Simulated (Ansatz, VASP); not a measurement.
Two plane-wave programs on BaTiO3

File INCAR:

```
ALGO = Normal
EDIFF = 1E-7
EDIFFG = -0.01
ENCUT = 600
GGA = PE
IBRION = 2
ISIF = 3
ISMEAR = -1
LASPH = T
LCHARG = F
LREAL = F
LWAVE = F
NELM = 80
NSW = 60
PREC = Accurate
SIGMA = 0.05
```

File KPOINTS:

```
k-points
0
Gamma
  7 7 7
```

File POSCAR:

```
BaTiO3
1.0
    2.8273666084      1.6323808724      2.3183934932
   -2.8273666084      1.6323808724      2.3183934932
    0.0000000000     -3.2647617449      2.3183934932
Ba Ti O
1 1 3
Direct
    0.0000000000      0.0000000000      0.0000000000
    0.4845000000      0.4845000000      0.4845000000
    0.5086000000      0.0175000000      0.5086000000
    0.0175000000      0.5086000000      0.5086000000
    0.5086000000      0.5086000000      0.0175000000
```

input.yaml

```yaml
crystal:
  lattice:
    - [2.8273666084, 1.6323808724, 2.3183934932]
    - [-2.8273666084, 1.6323808724, 2.3183934932]
    - [0.0, -3.2647617449, 2.3183934932]
  atoms:
    - { symbol: Ba, position: [0.0, 0.0, 0.0] }
    - { symbol: Ti, position: [0.4845, 0.4845, 0.4845] }
    - { symbol: O, position: [0.5086, 0.0175, 0.5086] }
    - { symbol: O, position: [0.0175, 0.5086, 0.5086] }
    - { symbol: O, position: [0.5086, 0.5086, 0.0175] }
hamiltonian:
  xc: pbe
  pseudopotentials: { kind: paw }
kpoints:
  mp_grid: { grid: [7, 7, 7] }
scf:
  occupations: { method: fermi_dirac, width: 0.05 }
output:
  forces: true
  stress: true
  eigenvalues: true
  write_density: true
  write_potential: true
  elf: true
  volumetric_format: npy
relax:
  f_tol: 0.01
  max_steps: 40
  cell: { stress_tol: 0.05 }
```

Alike in both runs: task relaxation of cell and atoms; functional PBE; k mesh 7 × 7 × 7; occupations fermi-dirac, width 0.05 eV; no spin polarisation.

```csv
,VASP,Ansatz
version,VASP 6.6.1,Ansatz 0.2.0
potentials or method,"VASP PAW PBE potentials, release 64 (Ba_sv, Ti_sv, O)",Ansatz PAW
plane-wave cutoff (eV),600,420
valence electrons in the cell,40,40
```

|  | VASP | Ansatz | Ansatz less VASP |
| --- | --- | --- | --- |
| gap on the k mesh at the Fermi level, each at its own relaxed structure (eV) | 2.63 | 2.69 | +0.052 |
| relaxed volume (Å³/atom) | 13.52 | 13.38 | -0.137 |
| relaxed length of the cell vector where the two differ most in proportion (Å) | 4.074 | 4.060 | -0.0138 |

Spin-orbit coupling is off throughout. Noted on Ansatz's run: odd divisions of the mesh miss points on the zone boundary, where band edges often lie, so the gap on the mesh can be too wide; the plane-wave basis is chosen anew once the cell has moved, so the energies of steps on either side of that aren't comparable.
